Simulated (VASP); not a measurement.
Set up this calculation in VASP 6.6.1, as the native input.

```yaml
Task: single point
Functional: LDA
Potentials_or_basis: VASP PAW LDA potentials, release 64 (Sc_sv, F)
Cutoff: 520 eV
k_mesh: 6 × 6 × 6
Occupations: gaussian, width 0.05 eV
Spin: no spin polarisation
Dipole_correction: no
Further_INCAR_settings: ALGO = Normal; EDIFF = 1e-06; NBANDS = 24
```

The structure of ScF3 lies in POSCAR:

```
ScF3
1.0
    3.6914540000      0.0000000000      0.0000000000
    0.0000000000      3.6914540000      0.0000000000
    0.0000000000      0.0000000000      3.6914540000
Sc F
1 3
Direct
    0.0000000000      0.0000000000      0.0000000000
    0.5000000000      0.0000000000      0.0000000000
    0.0000000000      0.5000000000      0.0000000000
    0.0000000000      0.0000000000      0.5000000000
```

This cell differs from its parent crystal: strain -0.080 along x and y, -0.080 along z.

The input as run:

INCAR

```
PREC = Accurate
ENCUT = 520
EDIFF = 1E-6
ISMEAR = 0
SIGMA = 0.05
LREAL = F
LASPH = T
NELM = 60
ALGO = Normal
ISIF = 2
LWAVE = F
LCHARG = T
GGA = CA
LELF = T
LVHAR = T
NBANDS = 24
```

KPOINTS

```
Automatic mesh
0
Gamma
  6 6 6
```

Potentials or basis: VASP PAW LDA potentials, release 64 (Sc_sv, F).

The run is started by

```bash
$ cat potpaw_LDA.64/Sc_sv/POTCAR potpaw_LDA.64/F/POTCAR > POTCAR
$ mpirun -np 1 vasp_std > vasp.out
```

Results of the run:

```yaml
Pressure: 40.3 GPa
Band_gap_on_the_k_mesh: 7.37 eV, indirect (least direct gap 7.72 eV)
```

Caveat: the cell differs from its parent crystal (strain -0.080 along x and y, -0.080 along z).

Run time: 20 s on 1 thread of Intel(R) Xeon(R) Platinum 8259CL CPU @ 2.50GHz (Skylake/Cascade Lake), with other jobs on the host, peak memory 0.15 GiB.
